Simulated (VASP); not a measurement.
# Sb (Im-3m) in VASP: further runs, part 2 of 2

VASP 6.6.1. Earlier steps stand in the parts before.

**6. Single point, PBEsol-based global hybrid**

File POSCAR:

```
Sb
1.0
   -1.8713408863      1.8713408863      1.8713408863
    1.8713408863     -1.8713408863      1.8713408863
    1.8713408863      1.8713408863     -1.8713408863
Sb
1
Direct
    0.0000000000      0.0000000000      0.0000000000
```

File INCAR.step1:

```
PREC = Accurate
ENCUT = 520
EDIFF = 1E-5
ISMEAR = -1
SIGMA = 0.05
LREAL = False
LASPH = True
NELM = 100
ALGO = Normal
ISIF = 2
LWAVE = True
LCHARG = False
NBANDS = 8
GGA = PE
```

File INCAR.step2:

```
PREC = Accurate
ENCUT = 520
EDIFF = 1E-6
ISMEAR = -1
SIGMA = 0.05
LREAL = False
LASPH = True
NELM = 100
ALGO = Normal
ISIF = 2
LWAVE = False
LCHARG = False
GGA = PS
LHFCALC = True
AEXX = 0.25
PRECFOCK = Normal
NBANDS = 8
ISTART = 1
```

File KPOINTS:

```
regular mesh
0
Gamma
  5 5 5
```

Potentials or basis: VASP PAW PBE potentials, release 64 (Sb).

Run with:

```console
cat potpaw_PBE.64/Sb/POTCAR > POTCAR
cp INCAR.step1 INCAR
mpirun -np 1 vasp_std > vasp.out
cp INCAR.step2 INCAR
mpirun -np 1 vasp_std > vasp.out
```

OUTCAR:

```text
PREC = Accurate
   ENCUT = 520
   EDIFF = 1E-6
   ISMEAR = -1
   LREAL = False
   LASPH = True
   NELM = 100
   ISIF = 2
   GGA = PS
   LHFCALC = True
   AEXX = 0.25
   PRECFOCK = Normal
   ISTART = 1

 ion  position               nearest neighbor table
   1  0.000  0.000  0.000-

  LATTYP: Found a body centered cubic cell.
 ALAT       =     3.7426817726

  Lattice vectors:

 A1 = (  -1.8713408863,   1.8713408863,   1.8713408863)
 A2 = (   1.8713408863,  -1.8713408863,   1.8713408863)
 A3 = (   1.8713408863,   1.8713408863,  -1.8713408863)

Analysis of symmetry for initial positions (statically):
=====================================================================
 Subroutine PRICEL returns:
 Original cell was already a primitive cell.

 Routine SETGRP: Setting up the symmetry group for a
 body centered cubic supercell.

 Subroutine GETGRP returns: Found 48 space group operations
 (whereof 48 operations were pure point group operations)
 out of a pool of 48 trial point group operations.

The static configuration has the point symmetry O_h .

Analysis of symmetry for dynamics (positions and initial velocities):
=====================================================================
 Subroutine PRICEL returns:
 Original cell was already a primitive cell.

 Routine SETGRP: Setting up the symmetry group for a
 body centered cubic supercell.

 Subroutine GETGRP returns: Found 48 space group operations
 (whereof 48 operations were pure point group operations)
 out of a pool of 48 trial point group operations.

[... 104 lines left out ...]
  volume/ion in A,a.u.               =      26.21       176.89
  Fermi-wavevector in a.u.,A,eV,Ry     =   0.942378  1.780837 12.083018  0.888077
  Thomas-Fermi vector in A             =   2.069982
   LORBIT       =      0    0 simple, 1 ext, 2 COOP (PROOUT), +10 PAW based schemes
   GGA     = PS    functional components
   LHFCALC =     T    Hartree Fock is set to
   PRECFOCK=normal    Normal, Fast or Accurate (Low or Medium for compatibility)
   ENCUT4O =  -1.0   cutoff for four orbital integrals eV
   NKREDX  =     1    reduce k-point grid by
   NKREDY  =     1    reduce k-point grid by
   NKREDZ  =     1    reduce k-point grid by
   AEXX    =    0.2500 exact exchange contribution
   HFSCREEN=    0.0000 screening length (either q_TF or 0.3 A-1)
   HFSCREENC=   0.0000 screening length for correlation (either q_TF or 0.3 A-1)
   ENCUTFOCK=  -1.0 apply spherical cutoff to Coloumb kernel
   IVDW    =     0    specifies the selected vdW correction
   LEPSILON=     F    determine dielectric tensor
   LRPA    =     F    only Hartree local field effects (RPA)
 non-spin polarized calculation
  energy-cutoff  :      520.00
  volume of cell :       26.21
 maximum number of plane-waves:       713
  NGX = 20; NGY = 20; NGZ = 20

 number of electron       4.9999999 magnetization

 Free energy of the ion-electron system (eV)
  ---------------------------------------------------
  ext. energy  EPLUGINS =         0.00000000
  ---------------------------------------------------
  free energy    TOTEN  =        -5.61095899 eV

  energy without entropy =       -5.60453309  energy(sigma->0) =       -5.60774604

 E-fermi :   8.4983     XC(G=0):  -8.2584

 val. band max:        8.3906914645   @ k =   0.2000   0.2000   0.0000
 cond. band min:       9.0037134974   @ k =  -0.4000   0.4000   0.2000
 fundamental gap:      0.6130220328
 Fermi energy:         8.4982577680

 k-point     1 :       0.0000    0.0000    0.0000
  band No.  band energies     occupation
      1      -6.4805      2.00000
      2      15.3484      0.00000
      3      15.3484      0.00000
      4      15.3484      0.00000
      5      20.2640      0.00000
      6      20.2640      0.00000
      7      20.2640      0.00000
      8      21.7556      0.00000
[... 89 lines left out ...]
 k-point    10 :      -0.4000    0.4000    0.4000
  band No.  band energies     occupation
      1       0.5043      2.00000
      2       6.0470      2.00000
      3       6.3824      2.00000
      4       6.3824      2.00000
      5      12.5319      0.00000
      6      14.7671      0.00000
      7      25.0685      0.00000
      8      25.6503      0.00000

------------------------ aborting loop because EDIFF is reached ----------------------------------------

  FORCE on cell =-STRESS in cart. coord.  units (eV):
  Direction    XX          YY          ZZ          XY          YZ          ZX
  --------------------------------------------------------------------------------------
  -------------------------------------------------------------------------------------
  Total       -0.8698340     -0.8698340     -0.8698340     -0.0000000      0.0000000      0.0000000
  in kB      -53.1652972    -53.1652972    -53.1652972     -0.0000000      0.0000000      0.0000000
  external PRESSURE =     -53.1652972 kB  Pullay stress =       0.0000000 kB

 VOLUME and BASIS-vectors are now :
 -----------------------------------------------------------------------------
  energy-cutoff  :      520.00
  volume of cell :       26.21
      direct lattice vectors                 reciprocal lattice vectors
    -1.871340886  1.871340886  1.871340886     0.000000000  0.267188092  0.267188092
     1.871340886 -1.871340886  1.871340886     0.267188092  0.000000000  0.267188092
     1.871340886  1.871340886 -1.871340886     0.267188092  0.267188092  0.000000000

 POSITION                                       TOTAL-FORCE (eV/Angst)
 -----------------------------------------------------------------------------------
      0.00000      0.00000      0.00000        -0.000000      0.000000     -0.000000
 -----------------------------------------------------------------------------------
    total drift:                               -0.000000     -0.000000     -0.000000

  FREE ENERGIE OF THE ION-ELECTRON SYSTEM (eV)
  ---------------------------------------------------
  free  energy   TOTEN  =        -5.6109589946 eV

  energy  without entropy=       -5.6045330892  energy(sigma->0) =       -5.60774604
```

OUTCAR.step1:

```text
PREC = Accurate
   ENCUT = 520
   EDIFF = 1E-5
   ISMEAR = -1
   LREAL = False
[... 308 lines left out ...]

 POSITION                                       TOTAL-FORCE (eV/Angst)
 -----------------------------------------------------------------------------------
      0.00000      0.00000      0.00000        -0.000000      0.000000      0.000000
 -----------------------------------------------------------------------------------
    total drift:                                0.000000      0.000000      0.000000

  FREE ENERGIE OF THE ION-ELECTRON SYSTEM (eV)
  ---------------------------------------------------
  free  energy   TOTEN  =        -3.8774843500 eV

  energy  without entropy=       -3.8513643556  energy(sigma->0) =       -3.86442435
```

Run time: 58 s. Hardware: 1 thread of Intel Xeon Platinum 8488C (Sapphire Rapids), shared host; peak memory 0.15 GiB.

Results:

```
Free energy : -5.6110 eV
Pressure    : -5.3 GPa
```

Caveat: the k points lie up to 0.47 Å⁻¹ apart; the PAW data sets were made with another functional, which shifts forces and pressure a little; spin-orbit coupling is left out, which moves the levels of the heavy elements.

**7. The runs side by side**

| level | potentials or basis | spin | cell | k mesh | grid for exact exchange (PRECFOCK) | share of exact exchange | gap on the mesh (eV) | pressure (GPa) | moment (μB) |
| --- | --- | --- | --- | --- | --- | --- | --- | --- | --- |
| LDA | VASP PAW LDA potentials, release 64 (Sb) | non-collinear, zero start, SOC | a = 3.241 Å, angles 109.5°, 1 atom | 7 × 7 × 7 | - | - | - | -1.4 | 0.00 |
| PBEsol | VASP PAW PBE potentials, release 64 (Sb) | non-collinear, zero start, SOC | a = 3.241 Å, angles 109.5°, 1 atom | 7 × 7 × 7 | - | - | - | -0.6 | 0.00 |
| PBE0 | VASP PAW PBE potentials, release 64 (Sb) | off | a = 3.241 Å, angles 109.5°, 1 atom | 5 × 5 × 5 | Normal | - | none | -3.4 | - |
| PBE0 | VASP PAW PBE potentials, release 64 (Sb) | off | a = 3.212 Å, angles 109.5°, 1 atom | 5 × 5 × 5 | Normal | - | none | -1.5 | - |
| PBEsol-based global hybrid | VASP PAW PBE potentials, release 64 (Sb) | off | a = 3.241 Å, angles 109.5°, 1 atom | 5 × 5 × 5 | Normal | 0.25 | none | -5.3 | - |

Alike in all rows: task single point; cutoff (eV) 520; smearing fermi-dirac 0.05 eV.

Caveats: some runs use coarse meshes; the PAW data sets were made with another functional, which shifts forces and pressure a little (some runs); spin-orbit coupling is left out, which moves the levels of the heavy elements (some runs).

Absolute energies hang on the potentials; compare differences alone.
